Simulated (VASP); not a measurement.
Al:

```
CELL_PARAMETERS angstrom
0.00000 2.02510 2.02510
2.02510 0.00000 2.02510
2.02510 2.02510 0.00000
ATOMIC_POSITIONS crystal
Al 0.00000 0.00000 0.00000
```

| Item | Value |
| --- | --- |
| Program | VASP 6.6.1 |
| Task | relaxation of cell and atoms |
| Functional | r2SCAN |
| Potentials or basis | VASP PAW PBE potentials, release 64 (Al) |
| Cutoff | 600 eV |
| k mesh | 18 × 18 × 18 |
| Occupations | fermi-dirac, width 0.08 eV |
| Spin | no spin polarisation |

At the start: pressure -3.9 GPa; volume 16.61 Å³/atom.

Where does the relaxation end?

Over 3 steps the energy falls by 9.6 meV/atom and the volume is 15.85 Å³/atom (-4.6 %); space group Fm-3m (No. 225, to 0.05 Å).

Step by step:
| step | energy change (eV) | largest force (eV/Å) | pressure (GPa) | volume (Å³) |
| --- | --- | --- | --- | --- |
| 1 | 0.0000 | 0.0000 | -3.86 | 16.61 |
| 2 | -0.0090 | 0.0000 | 1.16 | 15.67 |
| 3 | -0.0096 | 0.0000 | 0.04 | 15.85 |

Final structure:
```
Al
1.0
     0.00000    1.99382    1.99382
     1.99382    0.00000    1.99382
     1.99382    1.99382    0.00000
Al
1
Direct
  0.00000 0.00000 0.00000
```

Caveat: the PAW data sets were made with another functional, which shifts forces and pressure a little.
